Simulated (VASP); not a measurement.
# Mg: single point with PBE

Mg:

```
CELL_PARAMETERS angstrom
0.00000 3.47701 3.47701
3.47701 0.00000 3.47701
3.47701 3.47701 0.00000
ATOMIC_POSITIONS crystal
Mg 0.12500 0.12500 0.12500
Mg 0.87500 0.87500 0.87500
```

This cell differs from its parent crystal: volume scaled by 1.04.

```yaml
Program: VASP 6.6.1
Task: single point
Functional: PBE
Potentials_or_basis: VASP PAW PBE potentials, release 64 (Mg)
Cutoff: 520 eV
k_mesh: 9 × 9 × 9
Occupations: fermi-dirac, width 0.1 eV
Spin: no spin polarisation
Dipole_correction: no
Further_INCAR_settings: ALGO = Normal; EDIFF = 1e-06; NBANDS = 9
```

```
Pressure               : -0.4 GPa
Band gap on the k mesh : zero (band 2 reaches 3.06 eV, above the bottom of band 3 at -0.43 eV)
```

Levels at points of the mesh, in eV from the Fermi level:
```tsv
k point	band 1	band 2	band 3	band 4	band 5	band 6
(0.00, 0.00, 0.00)	-4.83	3.08	3.08	3.08	4.15	4.15
```

Run time: 16 s on 1 thread of AMD EPYC 9R45 96-Core Processor (Zen 5), on a shared host, peak memory 0.2 GiB.
